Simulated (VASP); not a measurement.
# Ca4Pt (Pm-3m) in VASP: notebook, part 2 of 2

VASP 6.6.1.

## 3. Relaxation of cell and atoms, PBE

This run uses another cell than the first one, of 36.34 Å³/atom, 0.997 times its volume.

Contents of INCAR:

```
ALGO = Normal ; EDIFF = 1E-6
EDIFFG = -0.01 ; ENCUT = 600
GGA = PE ; IBRION = 2
ISIF = 3 ; ISMEAR = 0
LASPH = T ; LCHARG = F
LREAL = F ; LWAVE = F
NELM = 100 ; NSW = 100
PREC = Accurate ; SIGMA = 0.1
```

Contents of KPOINTS:

```
k-points
0
Gamma
  8 8 8
```

Contents of POSCAR:

```
Ca4Pt
1.0
    5.6637921250      0.0000000000      0.0000000000
    0.0000000000      5.6637921250      0.0000000000
    0.0000000000      0.0000000000      5.6637921250
Ca Pt
4 1
Direct
    0.0000000000      0.5000000000      0.5000000000
    0.5000000000      0.0000000000      0.5000000000
    0.5000000000      0.5000000000      0.0000000000
    0.0000000000      0.0000000000      0.0000000000
    0.5000000000      0.5000000000      0.5000000000
```

Potentials or basis: VASP PAW PBE potentials, release 64 (Ca_sv, Pt).

Started as:

```sh
$ cat potpaw_PBE.64/Ca_sv/POTCAR potpaw_PBE.64/Pt/POTCAR > POTCAR
$ mpirun -np 1 vasp_std > vasp.out
```

Run time: 4.8 min. Hardware: 1 thread of Intel Xeon Platinum 8488C (Sapphire Rapids), shared host; peak memory 0.47 GiB.

It converged, with:

```
Free energy                            : -16.0247 eV
Relaxed volume                         : 36.53 Å³/atom
Relaxed cell                           : a = 5.674 Å, b = 5.674 Å, c = 5.674 Å, α = 90.00°, β = 90.00°, γ = 90.00°
Space group after relaxing (to 0.05 Å) : Pm-3m (No. 221)
Energy gained by relaxing              : 0.1 meV/atom
Ionic steps                            : 2
Pressure after relaxing                : 0.0 GPa
Band gap on the k mesh                 : zero (band 25 reaches 2.89 eV, above the bottom of band 26 at 1.70 eV)
```

The path:
```csv
step,energy change (eV),largest force (eV/Å),pressure (GPa),volume (Å³)
1,0.0000,0.0000,0.16,181.69
2,-0.0005,0.0000,0.01,182.64
```

Final structure:
```
Ca Pt
1.0
     5.67371    0.00000    0.00000
     0.00000    5.67371    0.00000
     0.00000    0.00000    5.67371
Ca Pt
4 1
Direct
  0.00000 0.50000 0.50000
  0.50000 0.00000 0.50000
  0.50000 0.50000 0.00000
  0.00000 0.00000 0.00000
  0.50000 0.50000 0.50000
```

Levels at points of the mesh, in eV from the Fermi level:
| k point | band 22 | band 23 | band 24 | band 25 | band 26 | band 27 | band 28 | band 29 |
| --- | --- | --- | --- | --- | --- | --- | --- | --- |
| (0.00, 0.00, 0.00) | -3.10 | -1.83 | -0.17 | -0.17 | 0.64 | 0.64 | 0.64 | 1.30 |
| (0.50, 0.00, 0.00) | -2.69 | -2.64 | -0.49 | 0.30 | 0.46 | 0.46 | 1.36 | 1.47 |
| (0.50, 0.50, 0.00) | -2.62 | -1.57 | -1.57 | -1.03 | 0.72 | 0.96 | 1.19 | 1.38 |
| (0.50, 0.50, 0.50) | -2.61 | -1.14 | -1.14 | -1.14 | -0.88 | 0.30 | 0.30 | 0.30 |

Caveat: spin-orbit coupling is left out, which moves the levels of the heavy elements.

## 4. Single point, PBE

Contents of INCAR:

```
SYSTEM = Ca4Pt
PREC = Accurate
ENCUT = 520
EDIFF = 1E-7
ISMEAR = 0
SIGMA = 0.1
LREAL = .FALSE.
LASPH = .TRUE.
NELM = 100
ALGO = Normal
ISIF = 2
LWAVE = .FALSE.
LCHARG = .TRUE.
GGA = PE
LELF = .TRUE.
LVHAR = .TRUE.
NBANDS = 33
```

Contents of KPOINTS:

```
regular mesh
0
G
  8 8 8
  0 0 0
```

POSCAR: that of step 3 with these lines changed.

```diff
@@ -2,5 +2,5 @@
 1.0
-    5.6637921250      0.0000000000      0.0000000000
-    0.0000000000      5.6637921250      0.0000000000
-    0.0000000000      0.0000000000      5.6637921250
+    5.6685596465      0.0000000000      0.0000000000
+    0.0000000000      5.6685596465      0.0000000000
+    0.0000000000      0.0000000000      5.6685596465
 Ca Pt
```

Potentials or basis: VASP PAW PBE potentials, release 64 (Ca_sv, Pt).

Started as:

```sh
$ cat potpaw_PBE.64/Ca_sv/POTCAR potpaw_PBE.64/Pt/POTCAR > POTCAR
$ mpirun -np 1 vasp_std > vasp.out
```

OUTCAR:

```text
SYSTEM = Ca4Pt
   PREC = Accurate
   ENCUT = 520
   EDIFF = 1E-7
   ISMEAR = 0
   LREAL = .FALSE.
   LASPH = .TRUE.
   NELM = 100
   ISIF = 2
   GGA = PE

 ion  position               nearest neighbor table
   1  0.000  0.500  0.500-   5 2.83   5 2.83
   2  0.500  0.000  0.500-   5 2.83   5 2.83
   3  0.500  0.500  0.000-   5 2.83   5 2.83
   4  0.000  0.000  0.000-
   5  0.500  0.500  0.500-   1 2.83   2 2.83   3 2.83   3 2.83   2 2.83   1 2.83

  LATTYP: Found a simple cubic cell.
[... 1058 lines left out ...]

 [... further k-points ...]
[... 5 lines left out ...]
  --------------------------------------------------------------------------------------
  -------------------------------------------------------------------------------------
  Total        0.0761808      0.0761808      0.0761808     -0.0000000      0.0000000      0.0000000
  in kB        0.6700973      0.6700973      0.6700973     -0.0000000      0.0000000      0.0000000
  external PRESSURE =       0.6700973 kB  Pullay stress =       0.0000000 kB

 VOLUME and BASIS-vectors are now :
 -----------------------------------------------------------------------------
  energy-cutoff  :      520.00
  volume of cell :      182.15
      direct lattice vectors                 reciprocal lattice vectors
     5.668559647  0.000000000  0.000000000     0.176411657  0.000000000  0.000000000
     0.000000000  5.668559647  0.000000000     0.000000000  0.176411657  0.000000000
     0.000000000  0.000000000  5.668559647     0.000000000  0.000000000  0.176411657

 POSITION                                       TOTAL-FORCE (eV/Angst)
 -----------------------------------------------------------------------------------
      0.00000      2.83428      2.83428         0.000000      0.000000      0.000000
      2.83428      0.00000      2.83428         0.000000      0.000000      0.000000
      2.83428      2.83428      0.00000         0.000000      0.000000      0.000000
      0.00000      0.00000      0.00000         0.000000      0.000000      0.000000
      2.83428      2.83428      2.83428         0.000000      0.000000      0.000000
 -----------------------------------------------------------------------------------
    total drift:                                0.000000     -0.000000     -0.000000

  FREE ENERGIE OF THE ION-ELECTRON SYSTEM (eV)
  ---------------------------------------------------
  free  energy   TOTEN  =       -16.0242725728 eV

  energy  without entropy=      -16.0055649664  energy(sigma->0) =      -16.01491877
```

OSZICAR:

```text
N       E                     dE             d eps       ncg     rms          rms(c)
DAV:   1     0.473193267255E+03    0.47319E+03   -0.23963E+04  2310   0.139E+03
DAV:   2     0.178929198042E+02   -0.45530E+03   -0.44440E+03  2444   0.403E+02
DAV:   3    -0.141311869586E+02   -0.32024E+02   -0.31327E+02  3764   0.797E+01
DAV:   4    -0.168794025773E+02   -0.27482E+01   -0.27398E+01  3732   0.200E+01
DAV:   5    -0.170076538127E+02   -0.12825E+00   -0.12822E+00  3515   0.394E+00    0.640E+00
DAV:   6    -0.161544819812E+02    0.85317E+00   -0.12482E+00  2876   0.483E+00    0.362E+00
DAV:   7    -0.160263381262E+02    0.12814E+00   -0.68807E-01  3139   0.361E+00    0.116E+00
DAV:   8    -0.160246639432E+02    0.16742E-02   -0.86433E-02  3139   0.121E+00    0.622E-01
DAV:   9    -0.160242869700E+02    0.37697E-03   -0.18004E-02  3056   0.749E-01    0.795E-02
DAV:  10    -0.160242311728E+02    0.55797E-04   -0.13277E-03  3321   0.179E-01    0.503E-02
DAV:  11    -0.160242671936E+02   -0.36021E-04   -0.28312E-04  3155   0.917E-02    0.158E-02
DAV:  12    -0.160242717424E+02   -0.45488E-05   -0.25789E-05  3602   0.252E-02    0.786E-03
DAV:  13    -0.160242723939E+02   -0.65145E-06   -0.73764E-06  3228   0.132E-02    0.243E-03
DAV:  14    -0.160242727903E+02   -0.39639E-06   -0.55472E-07  3020   0.359E-03    0.112E-03
DAV:  15    -0.160242725408E+02    0.24947E-06   -0.29449E-08  1969   0.111E-03    0.300E-04
DAV:  16    -0.160242725728E+02   -0.31969E-07   -0.20452E-08  1839   0.788E-04
   1 F= -.16024273E+02 E0= -.16014919E+02  d E =-.187076E-01
```

Wall time 4.2 min (1 thread of Intel Xeon Platinum 8488C (Sapphire Rapids), shared host); peak memory 0.36 GiB.

What came out:

- Free energy: -16.0243 eV
- Pressure: 0.1 GPa
- Band gap on the k mesh: zero (band 25 reaches 2.90 eV, above the bottom of band 26 at 1.71 eV)

Caveat: spin-orbit coupling is left out, which moves the levels of the heavy elements.
